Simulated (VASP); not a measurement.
# HfC (I4mm) in VASP: a series of runs

Runs on HfC. Level: PBE. Tasks: single point.

All numbers are computed with VASP 6.6.1; they aren't measurements. Logs are shortened: lines on timing, memory, paths and dates and some standing lists are left out, and cuts for length are marked.

## Step 1: The cell of the first run

It takes space group I4mm (No. 107, tetragonal). Conventional cell: a = 3.288 Å, b = 3.288 Å, c = 4.650 Å, α = 90.00°, β = 90.00°, γ = 90.00°. Hf (site symmetry 4mm) has 5 C at 1.88 to 2.37 Å within 2.5 Å. C (site symmetry 4mm) has 5 Hf at 1.88 to 2.37 Å within 2.5 Å.

## Step 2: Single point, PBE (atom 2 (C) moved by (+0.000, -0.450) A along [1 1 0] and z)

Contents of INCAR:

```
SYSTEM = HfC
PREC     = Accurate       ! precision mode
ENCUT    = 520            ! plane-wave cutoff, eV
EDIFF    = 1E-6           ! SCF threshold, eV
ISMEAR   = 0              ! smearing method
SIGMA    = 0.15           ! smearing width, eV
LREAL    = .False.        ! projectors in reciprocal space
LASPH    = .True.         ! aspherical terms in the spheres
NELM     = 100            ! most SCF steps
ALGO     = Normal         ! electronic algorithm
ISIF     = 2              ! what is computed and relaxed
LWAVE    = .False.        ! write WAVECAR
LCHARG   = .False.        ! write CHGCAR
GGA      = PE             ! functional
NBANDS   = 14             ! bands
```

Contents of KPOINTS:

```
Automatic mesh
0
Gamma
  18 18 18
  0 0 0
```

Contents of POSCAR:

```
HfC
1.0
    0.0000000000      2.3250000000      2.3250000000
    2.3250000000      0.0000000000      2.3250000000
    2.3250000000      2.3250000000      0.0000000000
Hf C
1 1
Direct
    0.5000000000      0.5000000000      0.5000000000
   -0.0967741935     -0.0967741935      0.0967741935
```

Potentials or basis: VASP PAW PBE potentials, release 64 (Hf_pv, C).

Run with:

```sh
cat potpaw_PBE.64/Hf_pv/POTCAR potpaw_PBE.64/C/POTCAR > POTCAR
mpirun -np 1 vasp_std > vasp.out
```

OUTCAR:

```text
SYSTEM = HfC
   PREC = Accurate
   ENCUT = 520
   EDIFF = 1E-6
   ISMEAR = 0
   LREAL = .False.
   LASPH = .True.
   NELM = 100
   ISIF = 2
   GGA = PE

 ion  position               nearest neighbor table
   1  0.500  0.500  0.500-   2 1.88   2 2.37   2 2.37   2 2.37   2 2.37   2 2.77
   2  0.903  0.903  0.097-   1 1.88   1 2.37   1 2.37   1 2.37   1 2.37   1 2.77

  LATTYP: Found a face centered cubic cell.
 ALAT       =     4.6500000000

  Lattice vectors:

 A1 = (   0.0000000000,   2.3250000000,   2.3250000000)
 A2 = (   2.3250000000,   0.0000000000,   2.3250000000)
 A3 = (   2.3250000000,   2.3250000000,   0.0000000000)

Analysis of symmetry for initial positions (statically):
=====================================================================
 Subroutine PRICEL returns:
 Original cell was already a primitive cell.

 Routine SETGRP: Setting up the symmetry group for a
 face centered cubic supercell.

 Subroutine GETGRP returns: Found  8 space group operations
 (whereof  8 operations were pure point group operations)
 out of a pool of 48 trial point group operations.

The static configuration has the point symmetry C_4v.

Analysis of symmetry for dynamics (positions and initial velocities):
=====================================================================
 Subroutine PRICEL returns:
 Original cell was already a primitive cell.

 Routine SETGRP: Setting up the symmetry group for a
 face centered cubic supercell.

 Subroutine GETGRP returns: Found  8 space group operations
 (whereof  8 operations were pure point group operations)
 out of a pool of 48 trial point group operations.

The dynamic configuration has the point symmetry C_4v.

 Subroutine INISYM returns: Found  8 space group operations
 (whereof  8 operations are pure point group operations),
 and found     1 'primitive' translations

----------------------------------------------------------------------------------------

                                     Primitive cell

  volume of cell :      25.1362

  direct lattice vectors                    reciprocal lattice vectors
     0.000000000  2.325000000  2.325000000    -0.215053763  0.215053763  0.215053763
     2.325000000  0.000000000  2.325000000     0.215053763 -0.215053763  0.215053763
     2.325000000  2.325000000  0.000000000     0.215053763  0.215053763 -0.215053763

  length of vectors
     3.288046533  3.288046533  3.288046533     0.372484045  0.372484045  0.372484045

  position of ions in fractional coordinates (direct lattice)
     0.500000000  0.500000000  0.500000000
     0.903225806  0.903225806  0.096774194

  ion indices of the primitive-cell ions
   primitive index   ion index
                 1           1
                 2           2

----------------------------------------------------------------------------------------

 KPOINTS: Automatic mesh

Automatic generation of k-mesh.
 Grid dimensions read from file:
 generate k-points for:   18   18   18

 Generating k-lattice:

  Cartesian coordinates                     Fractional coordinates (reciprocal lattice)
    -0.011947431  0.011947431  0.011947431     0.055555556  0.000000000  0.000000000
     0.011947431 -0.011947431  0.011947431     0.000000000  0.055555556  0.000000000
     0.011947431  0.011947431 -0.011947431     0.000000000  0.000000000  0.055555556

  Length of vectors
     0.020693558  0.020693558  0.020693558

  Shift w.r.t. Gamma in fractional coordinates (k-lattice)
     0.000000000  0.000000000  0.000000000

 Subroutine IBZKPT returns following result:
 ===========================================

 Found    480 irreducible k-points:

 Following reciprocal coordinates:
            Coordinates               Weight
  0.000000  0.000000  0.000000      1.000000
  0.055556  0.000000  0.000000      8.000000
  0.111111  0.000000  0.000000      8.000000
  0.166667  0.000000  0.000000      8.000000
  0.222222  0.000000  0.000000      8.000000
  0.277778  0.000000  0.000000      8.000000
[... 16 lines left out ...]
  0.388889  0.055556  0.000000      8.000000
  0.000000  0.388889  0.055556     16.000000
 [... further k-points ...]
   k-points           NKPTS =    480   k-points in BZ     NKDIM =    480   number of bands    NBANDS=     14
   number of dos      NEDOS =    301   number of ions     NIONS =      2
   total plane-waves  NPLWV =  13824
   dimension x,y,z NGX =    24 NGY =   24 NGZ =   24
   dimension x,y,z NGXF=    48 NGYF=   48 NGZF=   48
   ions per type =               1   1
   NGX,Y,Z   is equivalent  to a cutoff of  12.13, 12.13, 12.13 a.u.
   NGXF,Y,Z  is equivalent  to a cutoff of  24.27, 24.27, 24.27 a.u.
 SYSTEM =  HfC
   PREC   = accura    normal or accurate (medium, high low for compatibility)
   ISTART =      0    job   : 0-new  1-cont  2-samecut
   ICHARG =      2    charge: 1-file 2-atom 10-const
   ISPIN  =      1    spin polarized calculation?
   LNONCOLLINEAR =      F non collinear calculations
   LSORBIT =      F    spin-orbit coupling
   LASPH  =      T    aspherical Exc in radial PAW
   ENCUT  =  520.0 eV  38.22 Ry    6.18 a.u.   6.11  6.11  6.11*2*pi/ulx,y,z
   NELM   =    100;   NELMIN=  2; NELMDL= -5     # of ELM steps
   EDIFF  = 0.1E-05   stopping-criterion for ELM
   LREAL  =      F    real-space projection
   EDIFFG = 0.1E-04   stopping-criterion for IOM
   NSW    =      0    number of steps for IOM
   IBRION =     -1    ionic relax: 0-MD 1-quasi-New 2-CG
   NFREE  =      0    steps in history (QN), initial steepest desc. (CG)
   ISIF   =      2    stress and relaxation
   ISYM   =      2    0-nonsym 1-usesym 2-fastsym
   POTIM  = 0.5000    time-step for ionic-motion
   TEBEG  =    0.0;   TEEND  =   0.0 temperature during run
   PSTRESS=    0.0 pullay stress
   NELECT =      14.0000    total number of electrons
   NUPDOWN=      -1.0000    fix difference up-down
   EMIN   =  10.00;   EMAX   =-10.00  energy-range for DOS
   EFERMI =   0.00;   METHOD = LEGACY
   ISMEAR =     0;   SIGMA  =   0.15  broadening in eV -4-tet -1-fermi 0-gaus
   EFERMI_NEDOS =   21; number of points for ismear=-14 and -15
   IALGO  =     38    algorithm
   IMIX   =      4    mixing-type and parameters
     AMIX     =   0.40;   BMIX     =  1.00
     AMIX_MAG =   1.60;   BMIX_MAG =  1.00
  volume/ion in A,a.u.               =      12.57        84.81
  Fermi-wavevector in a.u.,A,eV,Ry     =   1.346949  2.545365 24.684672  1.814272
  Thomas-Fermi vector in A             =   2.474740
   LORBIT       =      0    0 simple, 1 ext, 2 COOP (PROOUT), +10 PAW based schemes
   GGA     = PE    functional components
   LHFCALC =     F    Hartree Fock is set to
   AEXX    =    0.0000 exact exchange contribution
   IVDW    =     0    specifies the selected vdW correction
   LEPSILON=     F    determine dielectric tensor
   LRPA    =     F    only Hartree local field effects (RPA)
 non-spin polarized calculation
 Gauss-broadening in eV      SIGMA  =   0.15
  energy-cutoff  :      520.00
  volume of cell :       25.14
 maximum number of plane-waves:       700
   NGX = 13   NGY = 13   NGZ = 13

 number of electron      14.0000000 magnetization

 Free energy of the ion-electron system (eV)
  ---------------------------------------------------
  ext. energy  EPLUGINS =         0.00000000
  ---------------------------------------------------
  free energy    TOTEN  =       -19.91390037 eV

  energy without entropy =      -19.91169385  energy(sigma->0) =      -19.91279711

 E-fermi :   5.7874     XC(G=0): -12.1981

 val. band max:        5.7800304160   @ k =   0.4444   0.3889   0.0000
 cond. band min:       5.8086150635   @ k =   0.5000   0.1111  -0.3889
 fundamental gap:      0.0285846475
 Fermi energy:         5.7873872350

 k-point     1 :       0.0000    0.0000    0.0000
  band No.  band energies     occupation
      1     -23.6705      2.00000
      2     -23.5284      2.00000
      3     -23.5284      2.00000
      4      -6.2127      2.00000
      5       4.5725      2.00000
      6       4.5725      2.00000
      7       4.9440      2.00000
      8       7.4218      0.00000
      9       9.4398      0.00000
     10      10.3409      0.00000
     11      10.3409      0.00000
     12      12.1021      0.00000
     13      13.1354      0.00000
     14      16.5415      0.00000

 k-point     2 :       0.0556    0.0000    0.0000
  band No.  band energies     occupation
      1     -23.6812      2.00000
      2     -23.5426      2.00000
      3     -23.5309      2.00000
      4      -6.1350      2.00000
      5       4.3106      2.00000
      6       4.5457      2.00000
      7       5.0557      2.00000
      8       7.4242      0.00000
      9       9.0991      0.00000
     10      10.0835      0.00000
     11      10.8620      0.00000
     12      12.3860      0.00000
     13      13.3809      0.00000
     14      16.7681      0.00000

 k-point     3 :       0.1111    0.0000    0.0000
  band No.  band energies     occupation
      1     -23.7199      2.00000
      2     -23.5753      2.00000
      3     -23.5381      2.00000
      4      -5.9076      2.00000
      5       3.8162      2.00000
      6       4.4516      2.00000
      7       5.0983      2.00000
      8       7.4550      0.00000
      9       8.7356      0.00000
     10       9.6761      0.00000
     11      11.7712      0.00000
     12      12.9647      0.00000
     13      14.0045      0.00000
     14      17.4102      0.00000

 k-point     4 :       0.1667    0.0000    0.0000
  band No.  band energies     occupation
      1     -23.7964      2.00000
      2     -23.6064      2.00000
      3     -23.5490      2.00000
      4      -5.5470      2.00000
      5       3.2270      2.00000
      6       4.2699      2.00000
      7       4.9435      2.00000
      8       7.5796      0.00000
      9       8.6351      0.00000
     10       9.4435      0.00000
     11      12.7715      0.00000
     12      13.6660      0.00000
     13      14.7708      0.00000
     14      18.3394      0.00000

 k-point     5 :       0.2222    0.0000    0.0000
  band No.  band energies     occupation
      1     -23.9022      2.00000
      2     -23.6298      2.00000
      3     -23.5624      2.00000
      4      -5.0793      2.00000
      5       2.5903      2.00000
      6       4.0116      2.00000
      7       4.6189      2.00000
      8       7.8429      0.00000
      9       8.8258      0.00000
     10       9.4665      0.00000
     11      13.7608      0.00000
[... 276 lines left out ...]
 k-point    22 :       0.0000    0.3333    0.0556
  band No.  band energies     occupation
      1     -24.0837      2.00000
      2     -23.6760      2.00000
      3     -23.5906      2.00000
      4      -4.1440      2.00000
      5       1.5040      2.00000
      6       3.4397      2.00000
      7       4.1557      2.00000
      8       8.2765      0.00000
      9       9.6110      0.00000
     10      10.3400      0.00000
     11      14.7269      0.00000
     12      15.3219      0.00000
     13      16.4912      0.00000
     14      19.6390      0.00000

 k-point    23 :       0.3889    0.0556    0.0000
  band No.  band energies     occupation
      1     -24.1930      2.00000
      2     -23.6701      2.00000
      3     -23.6102      2.00000
      4      -3.5528      2.00000
      5       0.9305      2.00000
      6       3.4091      2.00000
      7       3.4852      2.00000
      8       9.0918      0.00000
      9      10.6066      0.00000
     10      10.7739      0.00000
     11      13.7465      0.00000
     12      14.7984      0.00000
     13      17.8492      0.00000
     14      19.7988      0.00000

 k-point    24 :       0.0000    0.3889    0.0556
  band No.  band energies     occupation
      1     -24.1789      2.00000
      2     -23.6864      2.00000
      3     -23.6040      2.00000
      4      -3.5935      2.00000
      5       0.9250      2.00000
      6       3.2213      2.00000
      7       3.8138      2.00000
      8       8.7945      0.00000
      9      10.3095      0.00000
     10      10.8686      0.00000
     11      14.3031      0.00000
     12      15.5019      0.00000
     13      17.0700      0.00000
     14      19.3112      0.00000

 [... further k-points ...]
[... 5 lines left out ...]
  --------------------------------------------------------------------------------------
  -------------------------------------------------------------------------------------
  Total       -0.3701069     -0.3701069     11.0503275      0.0000000      0.0000000      0.0000000
  in kB      -23.5905936    -23.5905936    704.3473139      0.0000000      0.0000000      0.0000000
  external PRESSURE =     219.0553756 kB  Pullay stress =       0.0000000 kB

 VOLUME and BASIS-vectors are now :
 -----------------------------------------------------------------------------
  energy-cutoff  :      520.00
  volume of cell :       25.14
      direct lattice vectors                 reciprocal lattice vectors
     0.000000000  2.325000000  2.325000000    -0.215053763  0.215053763  0.215053763
     2.325000000  0.000000000  2.325000000     0.215053763 -0.215053763  0.215053763
     2.325000000  2.325000000  0.000000000     0.215053763  0.215053763 -0.215053763

 POSITION                                       TOTAL-FORCE (eV/Angst)
 -----------------------------------------------------------------------------------
      2.32500      2.32500      2.32500         0.000000      0.000000     -6.904952
      2.32500      2.32500      4.20000         0.000000      0.000000      6.904952
 -----------------------------------------------------------------------------------
    total drift:                               -0.000000     -0.000000      0.001749

  FREE ENERGIE OF THE ION-ELECTRON SYSTEM (eV)
  ---------------------------------------------------
  free  energy   TOTEN  =       -19.9139003653 eV

  energy  without entropy=      -19.9116938492  energy(sigma->0) =      -19.91279711
```

Wall time 63 s (1 thread of Intel Xeon Platinum 8259CL at 2.50GHz (Skylake/Cascade Lake), shared host); peak memory 0.28 GiB.

What came out:

| Quantity | Value |
| --- | --- |
| Free energy | -19.9139 eV |
| Pressure | 21.9 GPa |
| Largest force | 6.905 eV/Å |
| Band gap on the k mesh | zero (band 7 reaches 5.83 eV, above the bottom of band 8 at 5.18 eV) |

Forces on the atoms (eV/Å):
```
Hf   0.000  0.000 -6.905
C    0.000  0.000  6.905
```

Stress tensor (GPa, compression positive):
```
-2.36  0.00  0.00
 0.00 -2.36  0.00
 0.00  0.00 70.43
```

Caveat: the cell differs from its parent crystal (atom 2 (C) moved by (+0.000, -0.450) A along [1 1 0] and z); spin-orbit coupling is left out, which moves the levels of the heavy elements; forces of over 1 eV/Å act on the atoms, so gaps and moduli don't describe the material at rest.

(Part 1 of 2 ends here.)
